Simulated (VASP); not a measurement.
# LiHf3As2 (P6/mmm) in VASP: a series of runs

The runs below take LiHf3As2 through single point, with PBE.

Everything below comes from runs of VASP 6.6.1. Logs are shortened: lines on timing, memory, paths and dates and some standing lists are left out, and cuts for length are marked.

**1. The cell of the first run**

It takes space group P6/mmm (No. 191, hexagonal). Conventional cell: a = 5.621 Å, b = 5.621 Å, c = 4.372 Å, α = 90.00°, β = 90.00°, γ = 120.00°. Li (site symmetry 6/mmm) has 6 As at 3.25 Å and 12 Hf at 3.56 Å and 2 Li at 4.37 Å within 4.4 Å. Hf (site symmetry mmm) has 4 As at 2.72 Å and 4 Hf at 2.81 Å and 4 Li at 3.56 Å within 3.6 Å. As (site symmetry -6m2) has 6 Hf at 2.72 Å and 3 Li at 3.25 Å and 3 As at 3.25 Å within 3.6 Å.

The cell was built from a structure type or drawn by symmetry, and may not be a known phase.

**2. Single point, PBE**

Contents of INCAR:

```
ALGO = Fast ; EDIFF = 1E-7
ENCUT = 520 ; GGA = PE
ISIF = 2 ; ISMEAR = 0
LASPH = T ; LCHARG = T
LELF = T ; LREAL = F
LVHAR = T ; LWAVE = F
NBANDS = 30 ; NELM = 80
PREC = Accurate ; SIGMA = 0.1
```

Contents of KPOINTS:

```
k-points
0
Gamma
  6 6 4
```

Contents of POSCAR:

```
LiHf3As2
1.0
    5.6213795100      0.0000000000      0.0000000000
   -2.8106897500      4.8682574600      0.0000000000
    0.0000000000      0.0000000000      4.3721938200
Li Hf As
1 3 2
Direct
    0.0000000000      0.0000000000      0.0000000000
    0.5000000000      0.0000000000      0.5000000000
    0.5000000000      0.5000000000      0.5000000000
    0.0000000000      0.5000000000      0.5000000000
    0.3333333300      0.6666666700      0.0000000000
    0.6666666700      0.3333333300      0.0000000000
```

Potentials or basis: VASP PAW PBE potentials, release 64 (Li_sv, Hf_pv, As).

Launch:

```
cat potpaw_PBE.64/Li_sv/POTCAR potpaw_PBE.64/Hf_pv/POTCAR potpaw_PBE.64/As/POTCAR > POTCAR
mpirun -np 1 vasp_std > vasp.out
```

OUTCAR:

```text
EDIFF = 1E-7
   ENCUT = 520
   GGA = PE
   ISIF = 2
   ISMEAR = 0
   LASPH = T
   LREAL = F
   NELM = 80
   PREC = Accurate

 ion  position               nearest neighbor table
   1  0.000  0.000  0.000-
   2  0.500  0.000  0.500-   5 2.72   6 2.72   5 2.72   6 2.72   3 2.81   3 2.81   4 2.81   4 2.81

   3  0.500  0.500  0.500-   5 2.72   6 2.72   5 2.72   6 2.72   2 2.81   2 2.81   4 2.81   4 2.81

   4  0.000  0.500  0.500-   5 2.72   6 2.72   5 2.72   6 2.72   3 2.81   3 2.81   2 2.81   2 2.81

   5  0.333  0.667  0.000-   2 2.72   2 2.72   4 2.72   4 2.72   3 2.72   3 2.72
   6  0.667  0.333  0.000-   2 2.72   2 2.72   4 2.72   4 2.72   3 2.72   3 2.72

  LATTYP: Found a hexagonal cell.
 ALAT       =     5.6213795100
 C/A-ratio  =     0.7777795134

  Lattice vectors:

 A1 = (   5.6213795100,   0.0000000000,   0.0000000000)
 A2 = (  -2.8106897500,   4.8682574600,   0.0000000000)
 A3 = (   0.0000000000,   0.0000000000,   4.3721938200)

Analysis of symmetry for initial positions (statically):
=====================================================================
 Subroutine PRICEL returns:
 Original cell was already a primitive cell.

 Routine SETGRP: Setting up the symmetry group for a
 hexagonal supercell.

 Subroutine GETGRP returns: Found 24 space group operations
 (whereof 24 operations were pure point group operations)
 out of a pool of 24 trial point group operations.

The static configuration has the point symmetry D_6h.

Analysis of symmetry for dynamics (positions and initial velocities):
=====================================================================
 Subroutine PRICEL returns:
 Original cell was already a primitive cell.

 Routine SETGRP: Setting up the symmetry group for a
 hexagonal supercell.

 Subroutine GETGRP returns: Found 24 space group operations
 (whereof 24 operations were pure point group operations)
 out of a pool of 24 trial point group operations.

The dynamic configuration has the point symmetry D_6h.

 Subroutine INISYM returns: Found 24 space group operations
 (whereof 24 operations are pure point group operations),
 and found     1 'primitive' translations

----------------------------------------------------------------------------------------

                                     Primitive cell

  volume of cell :     119.6509

  direct lattice vectors                    reciprocal lattice vectors
[... 93 lines left out ...]
   EDIFFG = 0.1E-05   stopping-criterion for IOM
   NSW    =      0    number of steps for IOM
   IBRION =     -1    ionic relax: 0-MD 1-quasi-New 2-CG
   NFREE  =      0    steps in history (QN), initial steepest desc. (CG)
   ISIF   =      2    stress and relaxation
   ISYM   =      2    0-nonsym 1-usesym 2-fastsym
   POTIM  = 0.5000    time-step for ionic-motion
   TEBEG  =    0.0;   TEEND  =   0.0 temperature during run
   PSTRESS=    0.0 pullay stress
   NELECT =      43.0000    total number of electrons
   NUPDOWN=      -1.0000    fix difference up-down
   EMIN   =  10.00;   EMAX   =-10.00  energy-range for DOS
   EFERMI =   0.00;   METHOD = LEGACY
   ISMEAR =     0;   SIGMA  =   0.10  broadening in eV -4-tet -1-fermi 0-gaus
   EFERMI_NEDOS =   21; number of points for ismear=-14 and -15
   IALGO  =     68    algorithm
   IMIX   =      4    mixing-type and parameters
     AMIX     =   0.40;   BMIX     =  1.00
     AMIX_MAG =   1.60;   BMIX_MAG =  1.00
  volume/ion in A,a.u.               =      19.94       134.57
  Fermi-wavevector in a.u.,A,eV,Ry     =   1.163927  2.199503 18.432163  1.354726
  Thomas-Fermi vector in A             =   2.300471
   LORBIT       =      0    0 simple, 1 ext, 2 COOP (PROOUT), +10 PAW based schemes
   GGA     = PE    functional components
   LHFCALC =     F    Hartree Fock is set to
   AEXX    =    0.0000 exact exchange contribution
   IVDW    =     0    specifies the selected vdW correction
   LEPSILON=     F    determine dielectric tensor
   LRPA    =     F    only Hartree local field effects (RPA)
 non-spin polarized calculation
 RMM-DIIS sequential band-by-band and
 Gauss-broadening in eV      SIGMA  =   0.10
  energy-cutoff  :      520.00
  volume of cell :      119.65
 maximum number of plane-waves:      3246
 NGX is ok and might be reduce to    42
   NGX = 21   NGY = 21   NGZ = 17

 number of electron      43.0000010 magnetization

 Free energy of the ion-electron system (eV)
  ---------------------------------------------------
  ext. energy  EPLUGINS =         0.00000000
  ---------------------------------------------------
  free energy    TOTEN  =       -41.65440073 eV

  energy without entropy =      -41.62506580  energy(sigma->0) =      -41.63973326

 E-fermi :   4.7166     XC(G=0): -10.4577

 val. band max:        4.7120943488   @ k =   0.3333   0.1667   0.0000
 cond. band min:       4.7178297632   @ k =   0.1667   0.0000   0.0000
 fundamental gap:      0.0057354144
 Fermi energy:         4.7166372150

 k-point     1 :       0.0000    0.0000    0.0000
  band No.  band energies     occupation
      1     -41.6811      2.00000
      2     -26.5729      2.00000
      3     -25.9413      2.00000
      4     -25.9413      2.00000
      5     -25.8491      2.00000
      6     -25.5919      2.00000
[... 682 lines left out ...]
     29       7.6091      0.00000
     30       7.6091      0.00000

------------------------ aborting loop because EDIFF is reached ----------------------------------------

  FORCE on cell =-STRESS in cart. coord.  units (eV):
  Direction    XX          YY          ZZ          XY          YZ          ZX
  --------------------------------------------------------------------------------------
  -------------------------------------------------------------------------------------
  Total       11.0265864     11.0265864      2.1591027      0.0000000     -0.0000000      0.0000000
  in kB      147.6508044    147.6508044     28.9113276      0.0000002     -0.0000000      0.0000000
  external PRESSURE =     108.0709788 kB  Pullay stress =       0.0000000 kB

 VOLUME and BASIS-vectors are now :
 -----------------------------------------------------------------------------
  energy-cutoff  :      520.00
  volume of cell :      119.65
      direct lattice vectors                 reciprocal lattice vectors
     5.621379510  0.000000000  0.000000000     0.177892277  0.102706154  0.000000000
    -2.810689750  4.868257460  0.000000000     0.000000000  0.205412308  0.000000000
     0.000000000  0.000000000  4.372193820     0.000000000  0.000000000  0.228718131

 POSITION                                       TOTAL-FORCE (eV/Angst)
 -----------------------------------------------------------------------------------
      0.00000      0.00000      0.00000         0.000000      0.000000     -0.000000
      2.81069      0.00000      2.18610         0.000000      0.000000     -0.000000
      1.40534      2.43413      2.18610         0.000000      0.000000     -0.000000
     -1.40534      2.43413      2.18610         0.000000      0.000000     -0.000000
     -0.00000      3.24550      0.00000        -0.000000      0.000000     -0.000000
      2.81069      1.62275      0.00000         0.000000     -0.000000      0.000000
 -----------------------------------------------------------------------------------
    total drift:                                0.000000     -0.000000      0.000000

  FREE ENERGIE OF THE ION-ELECTRON SYSTEM (eV)
  ---------------------------------------------------
  free  energy   TOTEN  =       -41.6544007285 eV

  energy  without entropy=      -41.6250657954  energy(sigma->0) =      -41.63973326
```

Run time: 7.9 min. Hardware: 1 thread of Oxide Virtual Turin-like, shared host; peak memory 0.25 GiB.

What came out:

* Free energy: -41.6544 eV
* Band gap on the k mesh: zero (an odd number of electrons rules out a gap without spin polarisation)

Levels at points of the mesh, in eV from the Fermi level:
```tsv
k point	band 18	band 19	band 20	band 21	band 22	band 23	band 24	band 25	band 26	band 27
(0.00, 0.00, 0.00)	-2.44	-1.45	-1.45	-0.93	-0.93	0.02	0.02	4.67	4.68	4.70
(0.50, 0.00, 0.00)	-2.00	-0.69	-0.51	-0.05	0.17	0.62	1.05	1.36	1.85	1.95
(0.00, 0.00, 0.50)	-2.44	-1.90	-1.57	-1.57	-0.79	2.03	2.03	2.42	2.46	3.20
(0.50, 0.00, 0.50)	-1.26	-1.01	-0.93	0.02	0.12	1.17	1.29	1.33	1.73	1.81
```

Caveat: the cutoff is under 1.25 times the usual one of these potentials, so pressure, stress and relaxed cells hold a basis-set (Pulay) error; spin-orbit coupling is left out, which moves the levels of the heavy elements.

**3. Single point, PBE**

This run uses another cell than the first one, of 23.31 Å³/atom.

Contents of INCAR:

```
SYSTEM = LiHf3As2
PREC = Accurate ; ENCUT = 520
EDIFF = 1E-6 ; ISMEAR = 0
SIGMA = 0.1 ; LREAL = .FALSE.
LASPH = .TRUE. ; NELM = 100
ALGO = Normal ; ISIF = 2
LWAVE = .FALSE. ; LCHARG = .FALSE.
GGA = PE ; NBANDS = 30
```

Contents of KPOINTS:

```
Automatic mesh
0
G
  6 6 4
  0 0 0
```

Contents of POSCAR:

```
LiHf3As2
1.0
    6.4434554973     -0.0000000033      0.0000000000
   -3.2217277458      5.5801961505      0.0000000000
    0.0000000000      0.0000000000      3.8892577111
Li Hf As
1 3 2
Direct
    0.0000000000      0.0000000000      0.0000000000
    0.5000000000      0.0000000000      0.5000000000
    0.5000000000      0.5000000000      0.5000000000
    0.0000000000      0.5000000000      0.5000000000
    0.3333333333      0.6666666667      0.0000000000
    0.6666666667      0.3333333333      0.0000000000
```

Potentials or basis: VASP PAW PBE potentials, release 64 (Li_sv, Hf_pv, As).

Launch:

```
cat potpaw_PBE.64/Li_sv/POTCAR potpaw_PBE.64/Hf_pv/POTCAR potpaw_PBE.64/As/POTCAR > POTCAR
mpirun -np 1 vasp_std > vasp.out
```

OUTCAR:

```text
SYSTEM = LiHf3As2
   PREC = Accurate
   ENCUT = 520
   EDIFF = 1E-6
   ISMEAR = 0
   LREAL = .FALSE.
   LASPH = .TRUE.
   NELM = 100
   ISIF = 2
   GGA = PE

 ion  position               nearest neighbor table
   1  0.000  0.000  0.000-
   2  0.500  0.000  0.500-   5 2.69   6 2.69   5 2.69   6 2.69   4 3.22   4 3.22   3 3.22   3 3.22

   3  0.500  0.500  0.500-   5 2.69   6 2.69   5 2.69   6 2.69   4 3.22   4 3.22   2 3.22   2 3.22

   4  0.000  0.500  0.500-   5 2.69   6 2.69   5 2.69   6 2.69   3 3.22   3 3.22   2 3.22   2 3.22

   5  0.333  0.667  0.000-   4 2.69   4 2.69   2 2.69   2 2.69   3 2.69   3 2.69
[... 896 lines left out ...]
  -------------------------------------------------------------------------------------
  Total       -0.4733322     -0.4733322     -0.3647480      0.0000000      0.0000000      0.0000000
  in kB       -5.4230255     -5.4230255     -4.1789630      0.0000000      0.0000000      0.0000000
  external PRESSURE =      -5.0083380 kB  Pullay stress =       0.0000000 kB

 VOLUME and BASIS-vectors are now :
 -----------------------------------------------------------------------------
  energy-cutoff  :      520.00
  volume of cell :      139.84
      direct lattice vectors                 reciprocal lattice vectors
     6.443455497 -0.000000003  0.000000000     0.155196230  0.089602585  0.000000000
    -3.221727746  5.580196150  0.000000000     0.000000000  0.179205170  0.000000000
     0.000000000  0.000000000  3.889257711     0.000000000  0.000000000  0.257118472

 POSITION                                       TOTAL-FORCE (eV/Angst)
 -----------------------------------------------------------------------------------
      0.00000      0.00000      0.00000         0.000000     -0.000000     -0.000000
      3.22173     -0.00000      1.94463         0.000000     -0.000000     -0.000000
      1.61086      2.79010      1.94463         0.000000     -0.000000     -0.000000
     -1.61086      2.79010      1.94463         0.000000     -0.000000     -0.000000
      0.00000      3.72013      0.00000         0.000000     -0.000000     -0.000000
      3.22173      1.86007      0.00000        -0.000000      0.000000      0.000000
 -----------------------------------------------------------------------------------
    total drift:                               -0.000000      0.000000     -0.000000

  FREE ENERGIE OF THE ION-ELECTRON SYSTEM (eV)
  ---------------------------------------------------
  free  energy   TOTEN  =       -43.0716610850 eV

  energy  without entropy=      -43.0516402227  energy(sigma->0) =      -43.06165065
```

Run time: 3 min. Hardware: 1 thread of Oxide Virtual Turin-like, shared host; peak memory 0.25 GiB.

Results:

```
Free energy            : -43.0717 eV
Band gap on the k mesh : zero (an odd number of electrons rules out a gap without spin polarisation)
```

Caveat: the k points lie up to 0.40 Å⁻¹ apart, too coarse for converged energies and pressures of a metal; the cutoff is under 1.25 times the usual one of these potentials, so pressure, stress and relaxed cells hold a basis-set (Pulay) error; spin-orbit coupling is left out, which moves the levels of the heavy elements.

**4. Single point, PBE**

This run uses another cell than the first one, of 23.18 Å³/atom.

Contents of INCAR:

```
PREC = Accurate
ENCUT = 520
EDIFF = 1E-6
ISMEAR = 0
SIGMA = 0.1
LREAL = F
LASPH = T
NELM = 60
ALGO = Fast
ISIF = 2
LWAVE = F
LCHARG = F
GGA = PE
NBANDS = 30
```

Contents of KPOINTS:

```
regular mesh
0
Gamma
  6 6 10
```

Changes to POSCAR since step 3:

```diff
@@ -2,5 +2,5 @@
 1.0
-    6.4434554973     -0.0000000033      0.0000000000
-   -3.2217277458      5.5801961505      0.0000000000
-    0.0000000000      0.0000000000      3.8892577111
+    6.4139951844      0.0000000000      0.0000000000
+   -3.2069975922      5.5546827694      0.0000000000
+    0.0000000000      0.0000000000      3.9036317355
 Li Hf As
```

Launch:

```
cat potpaw_PBE.64/Li_sv/POTCAR potpaw_PBE.64/Hf_pv/POTCAR potpaw_PBE.64/As/POTCAR > POTCAR
mpirun -np 1 vasp_std > vasp.out
```

Wall time 9.7 min (1 thread of Oxide Virtual Turin-like, shared host); peak memory 0.32 GiB.

Results (log left out):

```
Free energy            : -43.1211 eV
Band gap on the k mesh : zero (an odd number of electrons rules out a gap without spin polarisation)
```

Levels at points of the mesh, in eV from the Fermi level:
| k point | band 18 | band 19 | band 20 | band 21 | band 22 | band 23 | band 24 | band 25 |
| --- | --- | --- | --- | --- | --- | --- | --- | --- |
| (0.00, 0.00, 0.00) | -2.26 | -2.26 | -1.62 | -0.77 | -0.77 | 0.60 | 0.60 | 2.79 |
| (0.50, 0.00, 0.00) | -2.05 | -1.72 | -1.20 | -0.50 | -0.27 | 0.44 | 1.01 | 1.46 |
| (0.00, 0.00, 0.50) | -2.97 | -1.62 | -1.37 | -1.37 | 0.87 | 0.87 | 1.52 | 1.83 |
| (0.50, 0.00, 0.50) | -2.82 | -0.77 | -0.74 | -0.23 | 0.58 | 0.64 | 0.68 | 1.15 |

Caveat: the cutoff is under 1.25 times the usual one of these potentials, so pressure, stress and relaxed cells hold a basis-set (Pulay) error; spin-orbit coupling is left out, which moves the levels of the heavy elements.

**5. Summary**

| cell | k mesh | gap on the mesh (eV) |
| --- | --- | --- |
| a = 5.621, b = 5.621, c = 4.372 Å, angles 90.0, 90.0, 120.0°, 6 atoms | 6 × 6 × 4 | none |
| a = 6.443, b = 6.443, c = 3.889 Å, angles 90.0, 90.0, 120.0°, 6 atoms | 6 × 6 × 4 | none |
| a = 6.414, b = 6.414, c = 3.904 Å, angles 90.0, 90.0, 120.0°, 6 atoms | 6 × 6 × 10 | none |

Alike in all rows: task single point; level PBE; potentials or basis VASP PAW PBE potentials, release 64 (Li_sv, Hf_pv, As); no spin polarisation; cutoff (eV) 520; smearing gaussian 0.1 eV.

Caveats: some runs use coarse meshes; the cutoff is under 1.25 times the usual one of these potentials, so pressure, stress and relaxed cells hold a basis-set (Pulay) error; spin-orbit coupling is left out, which moves the levels of the heavy elements.

Absolute energies hang on the potentials; compare differences alone.
